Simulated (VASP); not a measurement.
# Co (P6_3/mmc) in VASP: a series of runs, part 2 of 2

VASP 6.6.1.

## (7) Single point, PBEsol, collinear spin, ferromagnetic start

Input file INCAR:

```
SYSTEM = Co
  PREC = Accurate
  ENCUT = 520
  EDIFF = 1E-6
  ISMEAR = -1
  SIGMA = 0.1
  LREAL = .False.
  LASPH = .True.
  NELM = 150
  ALGO = Normal
  ISIF = 2
  LWAVE = .False.
  LCHARG = .False.
  ISPIN = 2
  MAGMOM = 1.8 1.8
  LORBIT = 11
  LMAXMIX = 4
  GGA = PS
  NBANDS = 20
```

Input file KPOINTS:

```
regular mesh
0
Gamma
  13 13 7
  0 0 0
```

Input file POSCAR:

```
Co
1.0
    2.5074000000      0.0000000000      0.0000000000
   -1.2537000000      2.1714721000      0.0000000000
    0.0000000000      0.0000000000      4.0699000000
Co
2
Direct
    0.3333333300      0.6666666700      0.2500000000
    0.6666666700      0.3333333300      0.7500000000
```

Potentials or basis: VASP PAW PBE potentials, release 64 (Co).

The run is started by

```sh
> cat potpaw_PBE.64/Co/POTCAR > POTCAR
> mpirun -np 1 vasp_std > vasp.out
```

OUTCAR:

```text
SYSTEM = Co
   PREC = Accurate
   ENCUT = 520
   EDIFF = 1E-6
   ISMEAR = -1
   LREAL = .False.
   LASPH = .True.
   NELM = 150
   ISIF = 2
   ISPIN = 2
   LORBIT = 11
   GGA = PS

 ion  position               nearest neighbor table
   1  0.333  0.667  0.250-   2 2.50   2 2.50   2 2.50   2 2.50   2 2.50   2 2.50
   2  0.667  0.333  0.750-   1 2.50   1 2.50   1 2.50   1 2.50   1 2.50   1 2.50

  LATTYP: Found a hexagonal cell.
 ALAT       =     2.5074000000
 C/A-ratio  =     1.6231554598

  Lattice vectors:

 A1 = (   2.5074000000,   0.0000000000,   0.0000000000)
 A2 = (  -1.2537000000,   2.1714721000,   0.0000000000)
 A3 = (   0.0000000000,   0.0000000000,   4.0699000000)

Analysis of symmetry for initial positions (statically):
=====================================================================
 Subroutine PRICEL returns:
 Original cell was already a primitive cell.

 Routine SETGRP: Setting up the symmetry group for a
 hexagonal supercell.

 Subroutine GETGRP returns: Found 24 space group operations
 (whereof 12 operations were pure point group operations)
[... 745 lines left out ...]

 k-point     1 :       0.0000    0.0000    0.0000
  band No.  band energies     occupation
      1       0.9819      1.00000
      2       5.6773      1.00000
      3       8.8071      0.99994
      4       8.8580      0.99990
      5       8.8580      0.99990
      6       9.2078      0.99672
[... 541 lines left out ...]
     19      36.3103      0.00000
     20      37.3420      0.00000

 [... further k-points ...]
[... 5 lines left out ...]
  --------------------------------------------------------------------------------------
  -------------------------------------------------------------------------------------
  Total       -1.9460584     -1.9460584     -2.0371905     -0.0000000      0.0000000      0.0000000
  in kB     -140.7034806   -140.7034810   -147.2924927     -0.0000000      0.0000000      0.0000000
  external PRESSURE =    -142.8998181 kB  Pullay stress =       0.0000000 kB

 VOLUME and BASIS-vectors are now :
 -----------------------------------------------------------------------------
  energy-cutoff  :      520.00
  volume of cell :       22.16
      direct lattice vectors                 reciprocal lattice vectors
     2.507400000  0.000000000  0.000000000     0.398819494  0.230258542  0.000000000
    -1.253700000  2.171472100  0.000000000     0.000000000  0.460517084  0.000000000
     0.000000000  0.000000000  4.069900000     0.000000000  0.000000000  0.245706283

 POSITION                                       TOTAL-FORCE (eV/Angst)
 -----------------------------------------------------------------------------------
     -0.00000      1.44765      1.01747        -0.000000      0.000000      0.000000
      1.25370      0.72382      3.05242         0.000000     -0.000000      0.000000
 -----------------------------------------------------------------------------------
    total drift:                               -0.000000      0.000000     -0.000000

  FREE ENERGIE OF THE ION-ELECTRON SYSTEM (eV)
  ---------------------------------------------------
  free  energy   TOTEN  =       -15.4333871978 eV

  energy  without entropy=      -15.3710734481  energy(sigma->0) =      -15.40223032

 total charge

# of ion       s       p       d       tot
------------------------------------------
    1        0.480   0.506   7.244   8.231
    2        0.480   0.506   7.244   8.231
--------------------------------------------------
tot          0.960   1.013  14.488  16.461

 magnetization (x)

# of ion       s       p       d       tot
------------------------------------------
    1       -0.015  -0.051   1.695   1.630
    2       -0.015  -0.051   1.695   1.630
--------------------------------------------------
tot         -0.029  -0.102   3.390   3.259
```

OSZICAR:

```text
N       E                     dE             d eps       ncg     rms          rms(c)
DAV:   1     0.843234120876E+02    0.84323E+02   -0.78664E+03  7048   0.119E+03
DAV:   2    -0.135113908090E+02   -0.97835E+02   -0.88034E+02  6836   0.216E+02
DAV:   3    -0.179437708931E+02   -0.44324E+01   -0.42448E+01  7628   0.562E+01
DAV:   4    -0.180104149284E+02   -0.66644E-01   -0.66586E-01  8416   0.605E+00
DAV:   5    -0.180121315543E+02   -0.17166E-02   -0.17165E-02  7832   0.905E-01    0.155E+01
DAV:   6    -0.160055598847E+02    0.20066E+01   -0.91856E+00  7632   0.622E+01    0.786E+00
DAV:   7    -0.154697151843E+02    0.53584E+00   -0.15429E+00  7736   0.231E+01    0.376E+00
DAV:   8    -0.154504231220E+02    0.19292E-01   -0.17420E-02  8956   0.119E+00    0.165E+00
DAV:   9    -0.154343146490E+02    0.16108E-01   -0.27328E-03 11044   0.905E-01    0.548E-01
DAV:  10    -0.154337672008E+02    0.54745E-03   -0.41095E-04  8792   0.250E-01    0.274E-01
DAV:  11    -0.154333999518E+02    0.36725E-03   -0.15168E-04  9636   0.192E-01    0.311E-02
DAV:  12    -0.154333900605E+02    0.98913E-05   -0.12704E-05  7404   0.269E-02    0.187E-02
DAV:  13    -0.154333872463E+02    0.28142E-05   -0.19103E-06  6572   0.167E-02    0.994E-03
DAV:  14    -0.154333871978E+02    0.48503E-07   -0.68221E-07  4524   0.742E-03
   1 F= -.15433387E+02 E0= -.15402230E+02  d E =-.623137E-01  mag=     3.2204
```

Run time: 2.3 min. Hardware: 1 thread of Intel Xeon 8259CL, shared host; peak memory 0.18 GiB.

Results:

| Property | Result |
| --- | --- |
| Free energy | -15.4334 eV |
| Pressure | -14.3 GPa |
| Net moment | 3.22 μB per cell |
| Site moments | Co +1.63 μB |
| Valence electrons inside the program's atomic spheres | Co 8.23 |

Caveat: the PAW data sets were made with another functional, which shifts forces and pressure a little.

## (8) Overview

```tsv
k mesh	gap on the mesh (eV)	pressure (GPa)	moment (μB)
3 × 3 × 2	none	-4.1	4.17
5 × 5 × 3	none	-12.0	3.53
6 × 6 × 4	none	-14.4	3.24
8 × 8 × 5	none	-13.6	3.31
10 × 10 × 6	none	-13.7	3.30
13 × 13 × 7	none	-14.3	3.22
```

Alike in all rows: task single point; level PBEsol; potentials or basis VASP PAW PBE potentials, release 64 (Co); spin collinear, ferromagnetic start; cell as given; cutoff (eV) 520; smearing fermi-dirac 0.1 eV.

Caveats: some runs use coarse meshes; the PAW data sets were made with another functional, which shifts forces and pressure a little.

Total energies depend on the potentials used, so only differences within one code and one set of settings carry meaning.
